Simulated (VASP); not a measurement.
# NaCl (Cmmm) in VASP: single point with PBEsol

Aim: the single point of NaCl with PBEsol.

Program: VASP 6.6.1. These are calculated values, not measurements. Logs are shortened: lines on timing, memory, paths and dates and some standing lists are left out, and cuts for length are marked.

## (1) The cell of the first run

The structure is orthorhombic, space group Cmmm (No. 65). The conventional cell has a = 4.851 Å, b = 4.900 Å, c = 3.448 Å, α = 90.00°, β = 90.00°, γ = 90.00°. Na (site symmetry mmm) has 8 Cl at 2.98 to 3.00 Å and 6 Na at 3.45 Å within 3.9 Å. Within 3.9 Å of Cl (site symmetry mmm) lie 8 Na at 2.98 to 3.00 Å and 6 Cl at 3.45 Å.

## (2) Single point, PBEsol

File INCAR:

```
SYSTEM = NaCl
ALGO     = Normal         ! electronic algorithm
EDIFF    = 1E-6           ! SCF threshold, eV
ENCUT    = 520            ! plane-wave cutoff, eV
GGA      = PS             ! functional
ISIF     = 2              ! what is computed and relaxed
ISMEAR   = 0              ! smearing method
LASPH    = .True.         ! aspherical terms in the spheres
LCHARG   = .True.         ! write CHGCAR
LELF     = .True.         ! ELF
LREAL    = .False.        ! projectors in reciprocal space
LVHAR    = .True.       
LWAVE    = .False.        ! write WAVECAR
NBANDS   = 14             ! bands
NELM     = 60             ! most SCF steps
PREC     = Accurate       ! precision mode
SIGMA    = 0.05           ! smearing width, eV
```

File KPOINTS:

```
k-points
0
Gamma
  10 10 10
  0 0 0
```

File POSCAR:

```
NaCl
1.0
    3.4475495236      0.0000000000     -0.0172377476
    0.0000000000      3.4475495236      0.0000000000
   -0.0172377476      0.0000000000      3.4475495236
Na Cl
1 1
Direct
    0.0000000000      0.0000000000      0.0000000000
    0.5000000000      0.5000000000      0.5000000000
```

Potentials or basis: VASP PAW PBE potentials, release 64 (Na_pv, Cl).

Started as:

```
$ cat potpaw_PBE.64/Na_pv/POTCAR potpaw_PBE.64/Cl/POTCAR > POTCAR
$ mpirun -np 1 vasp_std > vasp.out
```

OUTCAR:

```text
SYSTEM = NaCl
   EDIFF = 1E-6
   ENCUT = 520
   GGA = PS
   ISIF = 2
   ISMEAR = 0
   LASPH = .True.
   LREAL = .False.
   NELM = 60
   PREC = Accurate

 ion  position               nearest neighbor table
   1  0.000  0.000  0.000-
   2  0.500  0.500  0.500-

  LATTYP: Found a base centered orthorhombic cell.
 ALAT       =     4.8511934368
 B/A-ratio  =     1.0100502512
 C/A-ratio  =     0.7106600816

  Lattice vectors:

 A1 = (  -0.0172377476,   0.0000000000,   3.4475495236)
 A2 = (   3.4475495236,   0.0000000000,  -0.0172377476)
 A3 = (   0.0000000000,   3.4475495236,   0.0000000000)

Analysis of symmetry for initial positions (statically):
=====================================================================
 Subroutine PRICEL returns:
 Original cell was already a primitive cell.

 Routine SETGRP: Setting up the symmetry group for a
 base centered orthorhombic supercell.

 Subroutine GETGRP returns: Found  8 space group operations
 (whereof  8 operations were pure point group operations)
 out of a pool of  8 trial point group operations.

The static configuration has the point symmetry D_2h.

Analysis of symmetry for dynamics (positions and initial velocities):
=====================================================================
 Subroutine PRICEL returns:
 Original cell was already a primitive cell.

 Routine SETGRP: Setting up the symmetry group for a
 base centered orthorhombic supercell.

 Subroutine GETGRP returns: Found  8 space group operations
 (whereof  8 operations were pure point group operations)
 out of a pool of  8 trial point group operations.

The dynamic configuration has the point symmetry D_2h.

 Subroutine INISYM returns: Found  8 space group operations
 (whereof  8 operations are pure point group operations),
 and found     1 'primitive' translations

----------------------------------------------------------------------------------------

                                     Primitive cell

  volume of cell :      40.9752

  direct lattice vectors                    reciprocal lattice vectors
     3.447549524  0.000000000 -0.017237748     0.290068350  0.000000000  0.001450342
     0.000000000  3.447549524  0.000000000     0.000000000  0.290061098  0.000000000
    -0.017237748  0.000000000  3.447549524     0.001450342  0.000000000  0.290068350

  length of vectors
     3.447592618  3.447549524  3.447592618     0.290071975  0.290061098  0.290071975

  position of ions in fractional coordinates (direct lattice)
     0.000000000  0.000000000  0.000000000
     0.500000000  0.500000000  0.500000000

  ion indices of the primitive-cell ions
   primitive index   ion index
                 1           1
                 2           2

----------------------------------------------------------------------------------------

 KPOINTS: k-points

Automatic generation of k-mesh.
 Grid dimensions read from file:
 generate k-points for:   10   10   10

 Generating k-lattice:

  Cartesian coordinates                     Fractional coordinates (reciprocal lattice)
     0.029006835  0.000000000  0.000145034     0.100000000  0.000000000 -0.000000000
     0.000000000  0.029006110  0.000000000     0.000000000  0.100000000  0.000000000
     0.000145034  0.000000000  0.029006835    -0.000000000  0.000000000  0.100000000

  Length of vectors
     0.029007198  0.029006110  0.029007198

  Shift w.r.t. Gamma in fractional coordinates (k-lattice)
     0.000000000  0.000000000  0.000000000

 Subroutine IBZKPT returns following result:
 ===========================================

 Found    186 irreducible k-points:

 Following reciprocal coordinates:
            Coordinates               Weight
  0.000000  0.000000  0.000000      1.000000
  0.100000  0.000000 -0.000000      4.000000
  0.200000  0.000000 -0.000000      4.000000
  0.300000  0.000000 -0.000000      4.000000
  0.400000  0.000000 -0.000000      4.000000
  0.500000  0.000000 -0.000000      2.000000
[... 16 lines left out ...]
  0.400000  0.300000 -0.000000      8.000000
  0.500000  0.300000 -0.000000      4.000000
 [... further k-points ...]
   k-points           NKPTS =    186   k-points in BZ     NKDIM =    186   number of bands    NBANDS=     14
   number of dos      NEDOS =    301   number of ions     NIONS =      2
   total plane-waves  NPLWV =  21952
   dimension x,y,z NGX =    28 NGY =   28 NGZ =   28
   dimension x,y,z NGXF=    56 NGYF=   56 NGZF=   56
   ions per type =               1   1
   NGX,Y,Z   is equivalent  to a cutoff of  13.50, 13.50, 13.50 a.u.
   NGXF,Y,Z  is equivalent  to a cutoff of  27.00, 27.00, 27.00 a.u.
 SYSTEM =  NaCl
   PREC   = accura    normal or accurate (medium, high low for compatibility)
   ISTART =      0    job   : 0-new  1-cont  2-samecut
   ICHARG =      2    charge: 1-file 2-atom 10-const
   ISPIN  =      1    spin polarized calculation?
   LNONCOLLINEAR =      F non collinear calculations
   LSORBIT =      F    spin-orbit coupling
   LASPH  =      T    aspherical Exc in radial PAW
   ENCUT  =  520.0 eV  38.22 Ry    6.18 a.u.   6.41  6.41  6.41*2*pi/ulx,y,z
   NELM   =     60;   NELMIN=  2; NELMDL= -5     # of ELM steps
   EDIFF  = 0.1E-05   stopping-criterion for ELM
   LREAL  =      F    real-space projection
   EDIFFG = 0.1E-04   stopping-criterion for IOM
   NSW    =      0    number of steps for IOM
   IBRION =     -1    ionic relax: 0-MD 1-quasi-New 2-CG
   NFREE  =      0    steps in history (QN), initial steepest desc. (CG)
   ISIF   =      2    stress and relaxation
   ISYM   =      2    0-nonsym 1-usesym 2-fastsym
   POTIM  = 0.5000    time-step for ionic-motion
   TEBEG  =    0.0;   TEEND  =   0.0 temperature during run
   PSTRESS=    0.0 pullay stress
   NELECT =      14.0000    total number of electrons
   NUPDOWN=      -1.0000    fix difference up-down
   EMIN   =  10.00;   EMAX   =-10.00  energy-range for DOS
   EFERMI =   0.00;   METHOD = LEGACY
   ISMEAR =     0;   SIGMA  =   0.05  broadening in eV -4-tet -1-fermi 0-gaus
   EFERMI_NEDOS =   21; number of points for ismear=-14 and -15
   IALGO  =     38    algorithm
   IMIX   =      4    mixing-type and parameters
     AMIX     =   0.40;   BMIX     =  1.00
     AMIX_MAG =   1.60;   BMIX_MAG =  1.00
  volume/ion in A,a.u.               =      20.49       138.26
  Fermi-wavevector in a.u.,A,eV,Ry     =   1.144486  2.162766 17.821577  1.309849
  Thomas-Fermi vector in A             =   2.281178
   LORBIT       =      0    0 simple, 1 ext, 2 COOP (PROOUT), +10 PAW based schemes
   GGA     = PS    functional components
   LHFCALC =     F    Hartree Fock is set to
   AEXX    =    0.0000 exact exchange contribution
   IVDW    =     0    specifies the selected vdW correction
   LEPSILON=     F    determine dielectric tensor
   LRPA    =     F    only Hartree local field effects (RPA)
 non-spin polarized calculation
 Gauss-broadening in eV      SIGMA  =   0.05
  energy-cutoff  :      520.00
  volume of cell :       40.98
 maximum number of plane-waves:      1124
 NGX is ok and might be reduce to    28
   NGX = 13   NGY = 13   NGZ = 13

 number of electron      14.0000005 magnetization

 Free energy of the ion-electron system (eV)
  ---------------------------------------------------
  ext. energy  EPLUGINS =         0.00000000
  ---------------------------------------------------
  free energy    TOTEN  =        -6.73050514 eV

  energy without entropy =       -6.73050514  energy(sigma->0) =       -6.73050514

 E-fermi :   0.9952     XC(G=0):  -8.7963

 val. band max:        0.7071118866   @ k =   0.5000   0.0000   0.5000
 cond. band min:       4.6977954311   @ k =   0.0000   0.0000   0.0000
 fundamental gap:      3.9906835444
 Fermi energy:         0.9952396475

 k-point     1 :       0.0000    0.0000    0.0000
  band No.  band energies     occupation
      1     -21.1347      2.00000
      2     -21.1340      2.00000
      3     -21.1333      2.00000
      4     -12.8347      2.00000
      5       0.1522      2.00000
      6       0.1665      2.00000
      7       0.1813      2.00000
      8       4.6978      0.00000
      9       9.0616      0.00000
     10       9.0625      0.00000
     11      16.6619      0.00000
     12      16.7337      0.00000
     13      16.7483      0.00000
     14      16.7801      0.00000

 k-point     2 :       0.1000    0.0000   -0.0000
  band No.  band energies     occupation
      1     -21.1390      2.00000
      2     -21.1335      2.00000
      3     -21.1335      2.00000
      4     -12.7980      2.00000
      5      -0.1998      2.00000
      6       0.1897      2.00000
      7       0.1903      2.00000
      8       5.0147      0.00000
      9       9.1753      0.00000
     10       9.3192      0.00000
     11      15.5193      0.00000
     12      15.5260      0.00000
     13      16.4095      0.00000
     14      16.8658      0.00000

 k-point     3 :       0.2000    0.0000   -0.0000
  band No.  band energies     occupation
      1     -21.1518      2.00000
      2     -21.1324      2.00000
      3     -21.1324      2.00000
      4     -12.6992      2.00000
      5      -0.9844      2.00000
      6       0.2515      2.00000
      7       0.2517      2.00000
      8       5.7007      0.00000
      9       9.5105      0.00000
     10       9.8787      0.00000
     11      14.3461      0.00000
     12      14.3491      0.00000
     13      15.9846      0.00000
     14      17.0891      0.00000
[... 324 lines left out ...]
 k-point    23 :       0.4000    0.3000   -0.0000
  band No.  band energies     occupation
      1     -21.1731      2.00000
      2     -21.1590      2.00000
      3     -21.1272      2.00000
      4     -12.2621      2.00000
      5      -1.8846      2.00000
      6      -1.1867      2.00000
      7       0.5769      2.00000
      8       7.2762      0.00000
      9       9.1891      0.00000
     10      11.6126      0.00000
     11      12.5597      0.00000
     12      13.2275      0.00000
     13      14.1388      0.00000
     14      17.1091      0.00000

 k-point    24 :       0.5000    0.3000   -0.0000
  band No.  band energies     occupation
      1     -21.1774      2.00000
      2     -21.1582      2.00000
      3     -21.1268      2.00000
      4     -12.2268      2.00000
      5      -2.0562      2.00000
      6      -1.1290      2.00000
      7       0.6045      2.00000
      8       7.1269      0.00000
      9       9.3595      0.00000
     10      11.6778      0.00000
     11      12.3896      0.00000
     12      13.0175      0.00000
     13      14.2115      0.00000
     14      17.5348      0.00000

 [... further k-points ...]
[... 5 lines left out ...]
  --------------------------------------------------------------------------------------
  -------------------------------------------------------------------------------------
  Total       -0.0025409     -0.0025168     -0.0025409      0.0000000      0.0000000     -0.0018022
  in kB       -0.0993521     -0.0984094     -0.0993521      0.0000000      0.0000000     -0.0704681
  external PRESSURE =      -0.0990379 kB  Pullay stress =       0.0000000 kB

 VOLUME and BASIS-vectors are now :
 -----------------------------------------------------------------------------
  energy-cutoff  :      520.00
  volume of cell :       40.98
      direct lattice vectors                 reciprocal lattice vectors
     3.447549524  0.000000000 -0.017237748     0.290068350  0.000000000  0.001450342
     0.000000000  3.447549524  0.000000000     0.000000000  0.290061098  0.000000000
    -0.017237748  0.000000000  3.447549524     0.001450342  0.000000000  0.290068350

 POSITION                                       TOTAL-FORCE (eV/Angst)
 -----------------------------------------------------------------------------------
      0.00000      0.00000      0.00000         0.000000      0.000000      0.000000
      1.71516      1.72377      1.71516        -0.000000      0.000000      0.000000
 -----------------------------------------------------------------------------------
    total drift:                               -0.000000      0.000000      0.000000

  FREE ENERGIE OF THE ION-ELECTRON SYSTEM (eV)
  ---------------------------------------------------
  free  energy   TOTEN  =        -6.7305051381 eV

  energy  without entropy=       -6.7305051381  energy(sigma->0) =       -6.73050514
```

It took 81 s on 1 thread of Intel Xeon Platinum 8375C at 2.90GHz (Ice Lake), shared host; peak memory 0.22 GiB.

What came out:

```
Free energy            : -6.7305 eV
Pressure               : 0.0 GPa
Band gap on the k mesh : 3.99 eV, indirect (least direct gap 4.52 eV)
```

Caveat: the PAW data sets were made with another functional, which shifts forces and pressure a little. A k mesh can miss the band edges.
